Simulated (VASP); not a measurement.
# NaSrCl3 in VASP: notebook

The runs below take NaSrCl3 through single point, with r2SCAN.

All numbers are computed with VASP 6.6.1; they aren't measurements. Logs are shortened: lines on timing, memory, paths and dates and some standing lists are left out, and cuts for length are marked.

### Step 1. The cell of the first run

Symmetry: P4/mmm, No. 123, tetragonal system. Conventional cell: a = 5.653 Å, b = 5.653 Å, c = 5.620 Å, α = 90.00°, β = 90.00°, γ = 90.00°. Within 5.2 Å of Na (site symmetry 4/mmm) lie 12 Cl at 3.99 to 4.00 Å and 8 Sr at 4.89 Å. Within 3.7 Å of Sr (site symmetry 4/mmm) lie 6 Cl at 2.81 to 2.83 Å. Cl (site symmetry 4/mmm) has 2 Sr at 2.81 Å within 3.7 Å. Within 3.7 Å of Cl (site symmetry mmm) lie 2 Sr at 2.83 Å.

### Step 2. Single point, r2SCAN (epitaxial xy strain +0.5%)

Contents of POSCAR:

```
NaSrCl3
1.0
    5.6533946759      0.0000000000      0.0000000000
    0.0000000000      5.6533946759      0.0000000000
    0.0000000000      0.0000000000      5.6201933625
Na Sr Cl
1 1 3
Direct
    0.0000000000      0.0000000000      0.0000000000
    0.5000000000      0.5000000000      0.5000000000
    0.5000000000      0.5000000000      0.0000000000
    0.5000000000      0.0000000000      0.5000000000
    0.0000000000      0.5000000000      0.5000000000
```

Contents of INCAR.step1:

```
SYSTEM = NaSrCl3
  PREC = Accurate
  ENCUT = 520
  ISMEAR = 0
  SIGMA = 0.01
  LREAL = .False.
  LASPH = .True.
  NELM = 80
  NBANDS = 27
  GGA = PE
  ALGO = Normal
  EDIFF = 1E-4
  LWAVE = .True.
  LCHARG = .False.
```

Contents of INCAR.step2:

```
SYSTEM = NaSrCl3
  PREC = Accurate
  ENCUT = 520
  EDIFF = 1E-7
  ISMEAR = 0
  SIGMA = 0.01
  LREAL = .False.
  LASPH = .True.
  NELM = 80
  ALGO = Normal
  ISIF = 2
  LWAVE = .False.
  LCHARG = .False.
  METAGGA = R2SCAN
  LMIXTAU = .True.
  NBANDS = 27
  ISTART = 1
```

Contents of KPOINTS:

```
regular mesh
0
Gamma
  4 4 4
  0 0 0
```

Potentials or basis: VASP PAW PBE potentials, release 64 (Na_pv, Sr_sv, Cl).

Command:

```sh
cat potpaw_PBE.64/Na_pv/POTCAR potpaw_PBE.64/Sr_sv/POTCAR potpaw_PBE.64/Cl/POTCAR > POTCAR
cp INCAR.step1 INCAR
mpirun -np 1 vasp_std > vasp.out
cp INCAR.step2 INCAR
mpirun -np 1 vasp_std > vasp.out
```

OUTCAR:

```text
SYSTEM = NaSrCl3
   PREC = Accurate
   ENCUT = 520
   EDIFF = 1E-7
   ISMEAR = 0
   LREAL = .False.
   LASPH = .True.
   NELM = 80
   ISIF = 2
   METAGGA = R2SCAN
   ISTART = 1

 ion  position               nearest neighbor table
   1  0.000  0.000  0.000-
   2  0.500  0.500  0.500-   3 2.81   3 2.81   5 2.83   4 2.83   4 2.83   5 2.83
   3  0.500  0.500  0.000-   2 2.81   2 2.81
   4  0.500  0.000  0.500-   2 2.83   2 2.83
   5  0.000  0.500  0.500-   2 2.83   2 2.83

  LATTYP: Found a simple tetragonal cell.
 ALAT       =     5.6533946759
 C/A-ratio  =     0.9941271899

  Lattice vectors:

 A1 = (   5.6533946759,   0.0000000000,   0.0000000000)
 A2 = (   0.0000000000,   5.6533946759,   0.0000000000)
 A3 = (   0.0000000000,   0.0000000000,   5.6201933625)

Analysis of symmetry for initial positions (statically):
=====================================================================
 Subroutine PRICEL returns:
 Original cell was already a primitive cell.

 Routine SETGRP: Setting up the symmetry group for a
 simple tetragonal supercell.

 Subroutine GETGRP returns: Found 16 space group operations
 (whereof 16 operations were pure point group operations)
 out of a pool of 16 trial point group operations.

The static configuration has the point symmetry D_4h.

Analysis of symmetry for dynamics (positions and initial velocities):
=====================================================================
 Subroutine PRICEL returns:
 Original cell was already a primitive cell.

 Routine SETGRP: Setting up the symmetry group for a
 simple tetragonal supercell.

 Subroutine GETGRP returns: Found 16 space group operations
 (whereof 16 operations were pure point group operations)
 out of a pool of 16 trial point group operations.

The dynamic configuration has the point symmetry D_4h.

 Subroutine INISYM returns: Found 16 space group operations
 (whereof 16 operations are pure point group operations),
 and found     1 'primitive' translations

----------------------------------------------------------------------------------------

                                     Primitive cell

  volume of cell :     179.6263

  direct lattice vectors                    reciprocal lattice vectors
     5.653394676  0.000000000  0.000000000     0.176884873  0.000000000  0.000000000
     0.000000000  5.653394676  0.000000000     0.000000000  0.176884873  0.000000000
     0.000000000  0.000000000  5.620193363     0.000000000  0.000000000  0.177929821

  length of vectors
     5.653394676  5.653394676  5.620193363     0.176884873  0.176884873  0.177929821

  position of ions in fractional coordinates (direct lattice)
     0.000000000  0.000000000  0.000000000
     0.500000000  0.500000000  0.500000000
     0.500000000  0.500000000  0.000000000
     0.500000000  0.000000000  0.500000000
     0.000000000  0.500000000  0.500000000

  ion indices of the primitive-cell ions
   primitive index   ion index
                 1           1
                 2           2
                 3           3
                 4           4
                 5           5

----------------------------------------------------------------------------------------

 KPOINTS: regular mesh

Automatic generation of k-mesh.
 Grid dimensions read from file:
 generate k-points for:    4    4    4

 Generating k-lattice:

  Cartesian coordinates                     Fractional coordinates (reciprocal lattice)
     0.044221218  0.000000000  0.000000000     0.250000000  0.000000000  0.000000000
     0.000000000  0.044221218  0.000000000     0.000000000  0.250000000  0.000000000
     0.000000000  0.000000000  0.044482455     0.000000000  0.000000000  0.250000000

  Length of vectors
     0.044221218  0.044221218  0.044482455

  Shift w.r.t. Gamma in fractional coordinates (k-lattice)
     0.000000000  0.000000000  0.000000000

 Subroutine IBZKPT returns following result:
 ===========================================

 Found     18 irreducible k-points:

 Following reciprocal coordinates:
            Coordinates               Weight
  0.000000  0.000000  0.000000      1.000000
  0.250000  0.000000  0.000000      4.000000
  0.500000  0.000000  0.000000      2.000000
  0.250000  0.250000  0.000000      4.000000
  0.500000  0.250000  0.000000      4.000000
  0.500000  0.500000  0.000000      1.000000
[... 10 lines left out ...]
  0.500000  0.250000  0.500000      4.000000
  0.500000  0.500000  0.500000      1.000000
   k-points           NKPTS =     18   k-points in BZ     NKDIM =     18   number of bands    NBANDS=     27
   number of dos      NEDOS =    301   number of ions     NIONS =      5
   total plane-waves  NPLWV =  74088
   dimension x,y,z NGX =    42 NGY =   42 NGZ =   42
   dimension x,y,z NGXF=    84 NGYF=   84 NGZF=   84
   ions per type =               1   1   3
   NGX,Y,Z   is equivalent  to a cutoff of  12.35, 12.35, 12.42 a.u.
   NGXF,Y,Z  is equivalent  to a cutoff of  24.70, 24.70, 24.85 a.u.
 SYSTEM =  NaSrCl3
   PREC   = accura    normal or accurate (medium, high low for compatibility)
   ISTART =      1    job   : 0-new  1-cont  2-samecut
   ICHARG =      0    charge: 1-file 2-atom 10-const
   ISPIN  =      1    spin polarized calculation?
   LNONCOLLINEAR =      F non collinear calculations
   LSORBIT =      F    spin-orbit coupling
   LASPH  =      T    aspherical Exc in radial PAW
   ENCUT  =  520.0 eV  38.22 Ry    6.18 a.u.  10.51 10.51 10.45*2*pi/ulx,y,z
   NELM   =     80;   NELMIN=  2; NELMDL=  0     # of ELM steps
   EDIFF  = 0.1E-06   stopping-criterion for ELM
   LREAL  =      F    real-space projection
   EDIFFG = 0.1E-05   stopping-criterion for IOM
   NSW    =      0    number of steps for IOM
   IBRION =     -1    ionic relax: 0-MD 1-quasi-New 2-CG
   NFREE  =      0    steps in history (QN), initial steepest desc. (CG)
   ISIF   =      2    stress and relaxation
   ISYM   =      2    0-nonsym 1-usesym 2-fastsym
   POTIM  = 0.5000    time-step for ionic-motion
   TEBEG  =    0.0;   TEEND  =   0.0 temperature during run
   PSTRESS=    0.0 pullay stress
   NELECT =      38.0000    total number of electrons
   NUPDOWN=      -1.0000    fix difference up-down
   EMIN   =  10.00;   EMAX   =-10.00  energy-range for DOS
   EFERMI =   0.00;   METHOD = LEGACY
   ISMEAR =     0;   SIGMA  =   0.01  broadening in eV -4-tet -1-fermi 0-gaus
   EFERMI_NEDOS =   21; number of points for ismear=-14 and -15
   IALGO  =     38    algorithm
   IMIX   =      4    mixing-type and parameters
     AMIX     =   0.40;   BMIX     =  1.00
     AMIX_MAG =   1.60;   BMIX_MAG =  1.00
  volume/ion in A,a.u.               =      35.93       242.44
  Fermi-wavevector in a.u.,A,eV,Ry     =   0.975467  1.843366 12.946441  0.951537
  Thomas-Fermi vector in A             =   2.106009
   LORBIT       =      0    0 simple, 1 ext, 2 COOP (PROOUT), +10 PAW based schemes
   METAGGA = R2SCAN    functional components
   LHFCALC =     F    Hartree Fock is set to
   AEXX    =    0.0000 exact exchange contribution
   IVDW    =     0    specifies the selected vdW correction
   LEPSILON=     F    determine dielectric tensor
   LRPA    =     F    only Hartree local field effects (RPA)
 non-spin polarized calculation
 Gauss-broadening in eV      SIGMA  =   0.01
  energy-cutoff  :      520.00
  volume of cell :      179.63
 maximum number of plane-waves:      4897
   NGX = 21   NGY = 21   NGZ = 21

 number of electron      37.9999977 magnetization

 Free energy of the ion-electron system (eV)
  ---------------------------------------------------
  ext. energy  EPLUGINS =         0.00000000
  ---------------------------------------------------
  free energy    TOTEN  =       -48.07434276 eV

  energy without entropy =      -48.07434276  energy(sigma->0) =      -48.07434276

 E-fermi :  -2.0677     XC(G=0):  -7.1162

 val. band max:       -2.1427481132   @ k =   0.5000   0.5000   0.5000
 cond. band min:       2.2384460773   @ k =   0.0000   0.0000   0.0000
 fundamental gap:      4.3811941906
 Fermi energy:        -2.0677167655

 k-point     1 :       0.0000    0.0000    0.0000
  band No.  band energies     occupation
      1     -35.2986      2.00000
      2     -26.2608      2.00000
      3     -26.2608      2.00000
      4     -26.2606      2.00000
      5     -16.8102      2.00000
      6     -16.8041      2.00000
[... 19 lines left out ...]
     26       6.8538      0.00000
     27       6.8579      0.00000

 k-point     2 :       0.2500    0.0000    0.0000
  band No.  band energies     occupation
      1     -35.2983      2.00000
      2     -26.2608      2.00000
      3     -26.2608      2.00000
      4     -26.2606      2.00000
      5     -16.9827      2.00000
      6     -16.8095      2.00000
[... 19 lines left out ...]
     26       7.0087      0.00000
     27       7.0332      0.00000

 k-point     3 :       0.5000    0.0000    0.0000
  band No.  band energies     occupation
      1     -35.2981      2.00000
      2     -26.2608      2.00000
      3     -26.2608      2.00000
      4     -26.2606      2.00000
      5     -17.1252      2.00000
      6     -16.8088      2.00000
[... 19 lines left out ...]
     26       7.0961      0.00000
     27       7.6146      0.00000

 k-point     4 :       0.2500    0.2500    0.0000
  band No.  band energies     occupation
      1     -35.2981      2.00000
      2     -26.2608      2.00000
      3     -26.2608      2.00000
      4     -26.2606      2.00000
      5     -16.9840      2.00000
      6     -16.9796      2.00000
[... 19 lines left out ...]
     26       6.9681      0.00000
     27       7.0793      0.00000
[... 336 lines left out ...]
      4     -26.2607      2.00000
      5     -17.1519      2.00000
      6     -16.9821      2.00000
[... 19 lines left out ...]
     26       7.1120      0.00000
     27       7.3862      0.00000

 k-point    17 :       0.5000    0.2500    0.5000
  band No.  band energies     occupation
      1     -35.2972      2.00000
      2     -26.2608      2.00000
      3     -26.2608      2.00000
      4     -26.2607      2.00000
      5     -17.1510      2.00000
      6     -17.1223      2.00000
[... 19 lines left out ...]
     26       6.8284      0.00000
     27       7.3436      0.00000

 k-point    18 :       0.5000    0.5000    0.5000
  band No.  band energies     occupation
      1     -35.2969      2.00000
      2     -26.2608      2.00000
      3     -26.2608      2.00000
      4     -26.2607      2.00000
      5     -17.1501      2.00000
      6     -17.1214      2.00000
[... 19 lines left out ...]
     26       6.6474      0.00000
     27       7.4404      0.00000

------------------------ aborting loop because EDIFF is reached ----------------------------------------

  FORCE on cell =-STRESS in cart. coord.  units (eV):
  Direction    XX          YY          ZZ          XY          YZ          ZX
  --------------------------------------------------------------------------------------
  -------------------------------------------------------------------------------------
  Total       -0.3080290     -0.3080290      0.0223932      0.0000000     -0.0000000      0.0000000
  in kB       -2.7474656     -2.7474656      0.1997358      0.0000000     -0.0000000      0.0000000
  external PRESSURE =      -1.7650652 kB  Pullay stress =       0.0000000 kB

 VOLUME and BASIS-vectors are now :
 -----------------------------------------------------------------------------
  energy-cutoff  :      520.00
  volume of cell :      179.63
      direct lattice vectors                 reciprocal lattice vectors
     5.653394676  0.000000000  0.000000000     0.176884873  0.000000000  0.000000000
     0.000000000  5.653394676  0.000000000     0.000000000  0.176884873  0.000000000
     0.000000000  0.000000000  5.620193363     0.000000000  0.000000000  0.177929821

 POSITION                                       TOTAL-FORCE (eV/Angst)
 -----------------------------------------------------------------------------------
      0.00000      0.00000      0.00000         0.000000      0.000000      0.000000
      2.82670      2.82670      2.81010         0.000000      0.000000      0.000000
      2.82670      2.82670      0.00000         0.000000      0.000000      0.000000
      2.82670      0.00000      2.81010         0.000000      0.000000      0.000000
      0.00000      2.82670      2.81010         0.000000      0.000000      0.000000
 -----------------------------------------------------------------------------------
    total drift:                                0.000000     -0.000000      0.000000

  FREE ENERGIE OF THE ION-ELECTRON SYSTEM (eV)
  ---------------------------------------------------
  free  energy   TOTEN  =       -48.0743427556 eV

  energy  without entropy=      -48.0743427556  energy(sigma->0) =      -48.07434276
```

Wall time 5 min (1 thread of Intel Xeon Platinum 8488C (Sapphire Rapids), shared host); peak memory 0.33 GiB.

What came out:

* Free energy: -48.0743 eV
* Pressure: -0.2 GPa
* Band gap on the k mesh: 4.38 eV (least direct gap 4.61 eV)

Levels at points of the mesh, in eV from the valence-band top:
```
           k point  band 15  band 16  band 17  band 18  band 19  band 20  band 21  band 22  band 23  band 24
(0.00, 0.00, 0.00)    -0.42    -0.41    -0.23    -0.23    -0.22     4.38     6.82     6.82     6.82     8.41
(0.50, 0.00, 0.00)    -0.68    -0.68    -0.50    -0.28    -0.28     5.72     6.54     6.96     7.73     7.74
(0.50, 0.50, 0.00)    -0.67    -0.66    -0.66    -0.65    -0.01     6.14     7.58     7.58     8.08     8.08
(0.00, 0.00, 0.50)    -0.70    -0.70    -0.50    -0.28    -0.28     5.74     6.52     6.96     7.76     7.76
(0.50, 0.00, 0.50)    -0.67    -0.66    -0.66    -0.66     0.00     6.14     7.58     7.60     8.08     8.11
(0.50, 0.50, 0.50)    -1.31    -1.29     0.00     0.00     0.00     5.51     8.70     8.72     8.72     8.78
```

Caveat: the cell differs from its parent crystal (epitaxial xy strain +0.5%); the PAW data sets were made with another functional, which shifts forces and pressure a little.

### Step 3. Single point, r2SCAN (shear xy strain +2.0%)

Changes to POSCAR since step 2:

```diff
@@ -2,5 +2,5 @@
 1.0
-    5.6533946759      0.0000000000      0.0000000000
-    0.0000000000      5.6533946759      0.0000000000
-    0.0000000000      0.0000000000      5.6201933625
+    5.6252683343      0.0562526833      0.0000000000
+    0.0562526833      5.6252683343      0.0000000000
+    0.0000000000      0.0000000000      5.6252683343
 Na Sr Cl
```

Contents of INCAR.step1:

```
SYSTEM = NaSrCl3
PREC = Accurate
ENCUT = 520
ISMEAR = 0
SIGMA = 0.01
LREAL = .False.
LASPH = .True.
NELM = 80
NBANDS = 27
GGA = PE
ALGO = Normal
EDIFF = 1E-4
LWAVE = .True.
LCHARG = .False.
```

Contents of INCAR.step2:

```
SYSTEM = NaSrCl3
PREC = Accurate
ENCUT = 520
EDIFF = 1E-7
ISMEAR = 0
SIGMA = 0.01
LREAL = .False.
LASPH = .True.
NELM = 80
ALGO = Normal
ISIF = 2
LWAVE = .False.
LCHARG = .False.
METAGGA = R2SCAN
LMIXTAU = .True.
NBANDS = 27
ISTART = 1
```

KPOINTS is that of step 2.

Potentials or basis: VASP PAW PBE potentials, release 64 (Na_pv, Sr_sv, Cl).

Command:

```sh
cat potpaw_PBE.64/Na_pv/POTCAR potpaw_PBE.64/Sr_sv/POTCAR potpaw_PBE.64/Cl/POTCAR > POTCAR
cp INCAR.step1 INCAR
mpirun -np 1 vasp_std > vasp.out
cp INCAR.step2 INCAR
mpirun -np 1 vasp_std > vasp.out
```

Wall time 5.9 min (1 thread of Intel Xeon Platinum 8488C (Sapphire Rapids), shared host); peak memory 0.35 GiB.

Results (log left out):

```yaml
Free_energy: -48.0746 eV
Pressure: 0.0 GPa
Band_gap_on_the_k_mesh: 4.39 eV (least direct gap 4.59 eV)
```

Stress tensor (GPa, compression positive):
```
 0.02 -0.07  0.00
-0.07  0.02  0.00
 0.00  0.00  0.02
```

Levels at points of the mesh, in eV from the valence-band top:
```csv
k point,band 17,band 18,band 19,band 20,band 21,band 22
"(0.00, 0.00, 0.00)",-0.24,-0.23,-0.20,4.39,6.81,6.82
"(0.50, 0.00, 0.00)",-0.51,-0.28,-0.28,5.75,6.55,6.96
"(0.50, 0.50, 0.00)",-0.66,-0.65,-0.01,6.16,7.57,7.64
"(0.00, 0.00, 0.50)",-0.51,-0.32,-0.24,5.75,6.53,6.98
"(0.50, 0.00, 0.50)",-0.67,-0.65,-0.01,6.16,7.60,7.61
"(0.50, 0.50, 0.50)",-0.01,0.00,0.00,5.51,8.73,8.75
```

Caveat: the cell differs from its parent crystal (shear xy strain +2.0%); the PAW data sets were made with another functional, which shifts forces and pressure a little.
